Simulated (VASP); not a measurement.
# Si2W (MoSi2 type) (I4/mmm) in VASP: further runs, part 2 of 3

VASP 6.6.1. Earlier steps stand in the parts before.

## 4. Single point, PBE

Contents of INCAR:

```
SYSTEM = Si2W
PREC = Accurate ; ENCUT = 520
EDIFF = 1E-7 ; ISMEAR = -1
SIGMA = 0.05 ; LREAL = .FALSE.
LASPH = .TRUE. ; NELM = 60
ALGO = Normal ; ISIF = 2
LWAVE = .FALSE. ; LCHARG = .FALSE.
GGA = PE ; NBANDS = 18
```

Contents of KPOINTS:

```
Automatic mesh
0
G
  15 15 15
  0 0 0
```

Contents of POSCAR:

```
Si2W
1.0
   -1.6144406627      1.6144406627      3.9338054878
    1.6144406627     -1.6144406627      3.9338054878
    1.6144406627      1.6144406627     -3.9338054878
W Si
1 2
Direct
    0.0000000000      0.0000000000      0.0000000000
    0.3345621392      0.3345621392      0.0000000000
   -0.3345621392     -0.3345621392      0.0000000000
```

Potentials or basis: VASP PAW PBE potentials, release 64 (W_sv, Si).

Started as:

```bash
$ cat potpaw_PBE.64/W_sv/POTCAR potpaw_PBE.64/Si/POTCAR > POTCAR
$ mpirun -np 1 vasp_std > vasp.out
```

OUTCAR:

```text
SYSTEM = Si2W
   PREC = Accurate
   ENCUT = 520
   EDIFF = 1E-7
   ISMEAR = -1
   LREAL = .FALSE.
   LASPH = .TRUE.
   NELM = 60
   ISIF = 2
   GGA = PE

 ion  position               nearest neighbor table
   1  0.000  0.000  0.000-   3 2.63   3 2.63   2 2.63   2 2.63   3 2.63   3 2.63   2 2.63   2 2.63
                             2 2.63   3 2.63
   2  0.335  0.335  0.000-   3 2.60   1 2.63   1 2.63   1 2.63   1 2.63   1 2.63   3 2.64   3 2.64
                             3 2.64   3 2.64
   3  0.665  0.665  0.000-   2 2.60   1 2.63   1 2.63   1 2.63   1 2.63   1 2.63   2 2.64   2 2.64
                             2 2.64   2 2.64

  LATTYP: Found a body centered tetragonal cell.
 ALAT       =     3.2288813254
 C/A-ratio  =     2.4366367738

  Lattice vectors:

 A1 = (  -1.6144406627,   1.6144406627,   3.9338054878)
 A2 = (   1.6144406627,  -1.6144406627,   3.9338054878)
 A3 = (   1.6144406627,   1.6144406627,  -3.9338054878)

Analysis of symmetry for initial positions (statically):
=====================================================================
 Subroutine PRICEL returns:
 Original cell was already a primitive cell.

 Routine SETGRP: Setting up the symmetry group for a
 body centered tetragonal supercell.

[... 164 lines left out ...]
  free energy    TOTEN  =       -24.81572781 eV

  energy without entropy =      -24.81354236  energy(sigma->0) =      -24.81463508

 E-fermi :  11.7557     XC(G=0): -12.4611

 val. band max:       11.7432680779   @ k =  -0.2667  -0.2667   0.2000
 cond. band min:      11.7894609439   @ k =  -0.4000   0.4000   0.4000
 fundamental gap:      0.0461928660
 Fermi energy:        11.7557047228

 k-point     1 :       0.0000    0.0000    0.0000
  band No.  band energies     occupation
      1     -62.1263      2.00000
      2     -26.3736      2.00000
      3     -26.3596      2.00000
      4     -26.3596      2.00000
      5      -2.2029      2.00000
      6       4.9986      2.00000
[... 481 lines left out ...]
      5      -1.0145      2.00000
      6       4.4206      2.00000
[... 10 lines left out ...]
     17      18.0817      0.00000
     18      19.6837      0.00000

 [... further k-points ...]
[... 5 lines left out ...]
  --------------------------------------------------------------------------------------
  -------------------------------------------------------------------------------------
  Total        0.0379518      0.0379518      0.0088029      0.0000000     -0.0000000      0.0000000
  in kB        1.4826073      1.4826073      0.3438892      0.0000000     -0.0000000      0.0000000
  external PRESSURE =       1.1030346 kB  Pullay stress =       0.0000000 kB

 VOLUME and BASIS-vectors are now :
 -----------------------------------------------------------------------------
  energy-cutoff  :      520.00
  volume of cell :       41.01
      direct lattice vectors                 reciprocal lattice vectors
    -1.614440663  1.614440663  3.933805488     0.000000000  0.309704786  0.127103387
     1.614440663 -1.614440663  3.933805488     0.309704786  0.000000000  0.127103387
     1.614440663  1.614440663 -3.933805488     0.309704786  0.309704786  0.000000000

 POSITION                                       TOTAL-FORCE (eV/Angst)
 -----------------------------------------------------------------------------------
      0.00000      0.00000      0.00000         0.000000      0.000000     -0.000000
      0.00000      0.00000      2.63220        -0.000000     -0.000000     -0.002186
      0.00000      0.00000      5.23541        -0.000000     -0.000000      0.002186
 -----------------------------------------------------------------------------------
    total drift:                                0.000000     -0.000000      0.000000

  FREE ENERGIE OF THE ION-ELECTRON SYSTEM (eV)
  ---------------------------------------------------
  free  energy   TOTEN  =       -24.8157278111 eV

  energy  without entropy=      -24.8135423557  energy(sigma->0) =      -24.81463508
```

OSZICAR:

```text
N       E                     dE             d eps       ncg     rms          rms(c)
DAV:   1     0.130216481515E+03    0.13022E+03   -0.10857E+04 10368   0.123E+03
DAV:   2    -0.210685635536E+02   -0.15129E+03   -0.14758E+03 11980   0.319E+02
DAV:   3    -0.256529631899E+02   -0.45844E+01   -0.45132E+01 12962   0.496E+01
DAV:   4    -0.256958598427E+02   -0.42897E-01   -0.42828E-01 12316   0.497E+00
DAV:   5    -0.256963235773E+02   -0.46373E-03   -0.46371E-03 12302   0.557E-01    0.247E+01
DAV:   6    -0.249204709384E+02    0.77585E+00   -0.36900E+00 11204   0.135E+01    0.834E+00
DAV:   7    -0.248394645206E+02    0.81006E-01   -0.25950E-01 11066   0.282E+00    0.453E+00
DAV:   8    -0.248162206925E+02    0.23244E-01   -0.47373E-02 11720   0.171E+00    0.333E-01
DAV:   9    -0.248158222130E+02    0.39848E-03   -0.11069E-03 11970   0.265E-01    0.199E-01
DAV:  10    -0.248157350504E+02    0.87163E-04   -0.28564E-04 12338   0.146E-01    0.385E-02
DAV:  11    -0.248157283340E+02    0.67164E-05   -0.39156E-05 11924   0.453E-02    0.179E-02
DAV:  12    -0.248157286155E+02   -0.28147E-06   -0.18290E-06 12316   0.869E-03    0.431E-03
DAV:  13    -0.248157278930E+02    0.72249E-06   -0.35958E-07 11048   0.523E-03    0.653E-04
DAV:  14    -0.248157278111E+02    0.81905E-07   -0.13549E-08  5726   0.111E-03
   1 F= -.24815728E+02 E0= -.24814635E+02  d E =-.218546E-02
```

Wall time 4 min (1 thread of Intel Xeon Platinum 8375C at 2.90GHz (Ice Lake), shared host); peak memory 0.35 GiB.

What came out:

```yaml
Free_energy: -24.8157 eV
Pressure: 0.1 GPa
Band_gap_on_the_k_mesh: zero (band 11 reaches 12.49 eV, above the bottom of band 12 at 11.29 eV)
```

Forces on the atoms (eV/Å):
```
W    0.000  0.000  0.000
Si   0.000  0.000 -0.002
Si   0.000  0.000  0.002
```

Levels at points of the mesh, in eV from the Fermi level:
```csv
k point,band 8,band 9,band 10,band 11,band 12,band 13,band 14,band 15
"(0.00, 0.00, 0.00)",-3.25,-2.80,-2.80,0.61,2.65,2.98,3.04,3.04
```

Caveat: spin-orbit coupling is left out, which moves the levels of the heavy elements.

## 5. Relaxation of cell and atoms, PBE, target pressure 0.026 GPa, at which the enthalpy is minimised

Contents of INCAR:

```
SYSTEM = Si2W
PREC     = Accurate       ! precision mode
ENCUT    = 600            ! plane-wave cutoff, eV
EDIFF    = 1E-6           ! SCF threshold, eV
ISMEAR   = -1             ! smearing method
SIGMA    = 0.05           ! smearing width, eV
LREAL    = .False.        ! projectors in reciprocal space
LASPH    = .True.         ! aspherical terms in the spheres
NELM     = 100            ! most SCF steps
ALGO     = Normal         ! electronic algorithm
ISIF     = 3              ! what is computed and relaxed
LWAVE    = .False.        ! write WAVECAR
LCHARG   = .False.        ! write CHGCAR
GGA      = PE             ! functional
IBRION   = 2              ! ionic algorithm
NSW      = 60             ! ionic steps
EDIFFG   = -0.005         ! ionic threshold
PSTRESS  = 0.26
```

Contents of KPOINTS:

```
regular mesh
0
Gamma
  14 14 14
  0 0 0
```

Contents of POSCAR:

```
Si2W
1.0
   -1.6115000532      1.6115000532      3.9481751304
    1.6115000532     -1.6115000532      3.9481751304
    1.6115000532      1.6115000532     -3.9481751304
W Si
1 2
Direct
    0.0000000000      0.0000000000      0.0000000000
    0.3350000000      0.3350000000      0.0000000000
   -0.3350000000     -0.3350000000      0.0000000000
```

Started as:

```bash
$ cat potpaw_PBE.64/W_sv/POTCAR potpaw_PBE.64/Si/POTCAR > POTCAR
$ mpirun -np 1 vasp_std > vasp.out
```

Run time: 8.6 min. Hardware: 1 thread of Intel Xeon 6975P-C, shared host; peak memory 0.35 GiB.

It converged, with:

| Item | Value |
| --- | --- |
| Free energy | -24.8160 eV |
| Relaxed volume | 13.68 Å³/atom |
| Relaxed cell | a = 4.549 Å, b = 4.549 Å, c = 4.549 Å, α = 138.41°, β = 138.41°, γ = 60.28° |
| Space group after relaxing (to 0.05 Å) | I4/mmm (No. 139) |
| Energy change on relaxing (the enthalpy is what falls) | -0.5 meV/atom |
| Ionic steps | 7 |
| Pressure after relaxing | 0.0 GPa |
| Band gap on the k mesh | zero (band 11 reaches 12.46 eV, above the bottom of band 12 at 11.22 eV) |

Step by step:
| step | energy change (eV) | largest force (eV/Å) | pressure (GPa) | volume (Å³) |
| --- | --- | --- | --- | --- |
| 1 | 0.0000 | 0.0644 | 0.09 | 41.01 |
| 2 | -0.0009 | 0.0061 | 0.05 | 41.05 |
| 3 | -0.0013 | 0.0281 | 0.07 | 41.03 |
| 4 | -0.0014 | 0.0005 | -0.08 | 41.06 |
| 5 | -0.0014 | 0.0040 | -0.07 | 41.05 |
| 6 | -0.0014 | 0.0062 | 0.12 | 41.02 |
| 7 | -0.0014 | 0.0006 | 0.02 | 41.04 |

Final structure:
```
CELL_PARAMETERS angstrom
-1.61494 1.61494 3.93355
1.61494 -1.61494 3.93355
1.61494 1.61494 -3.93355
ATOMIC_POSITIONS crystal
W 0.00000 0.00000 0.00000
Si 0.33457 0.33457 0.00000
Si 0.66543 0.66543 0.00000
```

Levels at points of the mesh, in eV from the Fermi level:
```csv
k point,band 9,band 10,band 11,band 12,band 13,band 14
"(0.00, 0.00, 0.00)",-2.81,-2.81,0.60,2.64,2.98,3.03
"(0.50, 0.00, 0.00)",-2.75,-2.71,-0.42,2.65,2.75,3.90
"(0.50, 0.50, 0.00)",-4.96,-3.19,-1.76,2.73,2.91,3.06
"(0.50, 0.50, 0.50)",-0.85,-0.85,-0.49,-0.49,0.77,4.44
```

Caveat: the cell is relaxed towards a set pressure, so the enthalpy falls and the energy may rise; spin-orbit coupling is left out, which moves the levels of the heavy elements.

## 6. Relaxation of cell and atoms, PBE, target pressure 0.026 GPa, at which the enthalpy is minimised

Contents of INCAR:

```
PREC = Accurate
ENCUT = 600
EDIFF = 1E-6
ISMEAR = -1
SIGMA = 0.05
LREAL = F
LASPH = T
NELM = 100
ALGO = Normal
ISIF = 3
LWAVE = F
LCHARG = F
GGA = PE
IBRION = 2
NSW = 32
EDIFFG = -0.005
PSTRESS = 0.26
```

Contents of KPOINTS:

```
regular mesh
0
Gamma
  14 14 14
```

Contents of POSCAR:

```
Si2W
1.0
   -1.6145235495      1.6145235495      3.9334830509
    1.6145235495     -1.6145235495      3.9334830509
    1.6145235495      1.6145235495     -3.9334830509
W Si
1 2
Direct
    0.0000000000      0.0000000000      0.0000000000
    0.3345834506      0.3345834506      0.0000000000
   -0.3345834506     -0.3345834506      0.0000000000
```

Potentials or basis: VASP PAW PBE potentials, release 64 (W_sv, Si).

Started as:

```bash
$ cat potpaw_PBE.64/W_sv/POTCAR potpaw_PBE.64/Si/POTCAR > POTCAR
$ mpirun -np 1 vasp_std > vasp.out
```

It took 5.1 min on 1 thread of Intel Xeon 6975P-C, shared host; peak memory 0.35 GiB.

Results (log left out):

- Free energy: -24.8160 eV
- Relaxed volume: 13.68 Å³/atom
- Relaxed cell: a = 4.549 Å, b = 4.549 Å, c = 4.549 Å, α = 138.41°, β = 138.41°, γ = 60.28°
- Space group after relaxing (to 0.05 Å): I4/mmm (No. 139)
- Energy change on relaxing (the enthalpy is what falls): -0.0 meV/atom
- Ionic steps: 3
- Pressure after relaxing: 0.0 GPa
- Band gap on the k mesh: zero (band 11 reaches 12.46 eV, above the bottom of band 12 at 11.22 eV)

Final structure:
```cif
data_structure
_symmetry_space_group_name_H-M 'P 1'
_symmetry_Int_Tables_number 1
_cell_length_a 4.5486
_cell_length_b 4.5486
_cell_length_c 4.5486
_cell_angle_alpha 138.409
_cell_angle_beta 138.409
_cell_angle_gamma 60.276
_cell_volume 41.03
loop_
_atom_site_label
_atom_site_type_symbol
_atom_site_fract_x
_atom_site_fract_y
_atom_site_fract_z
_atom_site_occupancy
W1 W 0.00000 0.00000 0.00000 1
Si1 Si 0.33458 0.33458 0.00000 1
Si2 Si 0.66542 0.66542 0.00000 1
```

Levels at points of the mesh, in eV from the Fermi level:
| k point | band 9 | band 10 | band 11 | band 12 | band 13 | band 14 |
| --- | --- | --- | --- | --- | --- | --- |
| (0.00, 0.00, 0.00) | -2.81 | -2.81 | 0.60 | 2.64 | 2.98 | 3.03 |
| (0.50, 0.00, 0.00) | -2.75 | -2.71 | -0.42 | 2.65 | 2.75 | 3.90 |
| (0.50, 0.50, 0.00) | -4.96 | -3.19 | -1.76 | 2.73 | 2.91 | 3.06 |
| (0.50, 0.50, 0.50) | -0.85 | -0.85 | -0.49 | -0.49 | 0.77 | 4.44 |

Caveat: the cell is relaxed towards a set pressure, so the enthalpy falls and the energy may rise; spin-orbit coupling is left out, which moves the levels of the heavy elements.

[end of part 2 of 3]
